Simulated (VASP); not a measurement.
Al4As:

```xyz
5
Lattice="-2.1681 2.1681 5.4093 2.1681 -2.1681 5.4093 2.1681 2.1681 -5.4093" Properties=species:S:1:pos:R:3 pbc="T T T"
Al    0.0000    2.1681    2.7047
Al    2.1681    0.0000    2.7047
Al    0.0000    0.0000    4.2811
Al    0.0000    0.0000    6.5375
As    0.0000    0.0000    0.0000
```

* Program: VASP 6.6.1
* Task: relaxation of cell and atoms
* Functional: PBE
* Potentials or basis: VASP PAW PBE potentials, release 64 (Al, As)
* Cutoff: 600 eV
* k mesh: 6 × 6 × 6
* Occupations: gaussian, width 0.1 eV
* Spin: no spin polarisation

At the start: pressure 0.1 GPa; volume 20.34 Å³/atom.

**Question.** Where does the relaxation end?

**Answer.** Over 12 steps the energy falls by 203.5 meV/atom and the volume is 18.87 Å³/atom (-7.2 %); space group I4/mmm (No. 139, to 0.05 Å).

Step by step:
| step | energy change (eV) | largest force (eV/Å) | pressure (GPa) | volume (Å³) |
| --- | --- | --- | --- | --- |
| 1 | 0.0000 | 1.9021 | 0.15 | 101.71 |
| 2 | -0.4020 | 1.0390 | -1.74 | 101.70 |
| 3 | -0.4020 | 1.0307 | -1.74 | 101.70 |
| 4 | -0.5750 | 1.0040 | -0.54 | 98.46 |
| 5 | -0.8697 | 0.6678 | 5.64 | 88.26 |
| 6 | -0.9541 | 0.2582 | 4.11 | 89.51 |
| 7 | -0.9641 | 0.0819 | 3.52 | 90.05 |
| 8 | -1.0031 | 0.0944 | 1.77 | 92.07 |
| 9 | -1.0163 | 0.0999 | -0.02 | 94.42 |
| 10 | -1.0165 | 0.0997 | 0.12 | 94.23 |
| 11 | -1.0170 | 0.0663 | 0.08 | 94.27 |
| 12 | -1.0174 | 0.0143 | 0.00 | 94.36 |

Final structure:
```xyz
5
Lattice="-1.8968 1.8968 6.5568 1.8968 -1.8968 6.5568 1.8968 1.8968 -6.5568" Properties=species:S:1:pos:R:3 pbc="T T T"
Al    0.0000    1.8968    3.2784
Al    1.8968    0.0000    3.2784
Al    0.0000    0.0000    5.2659
Al    0.0000    0.0000    7.8477
As    0.0000    0.0000    0.0000
```
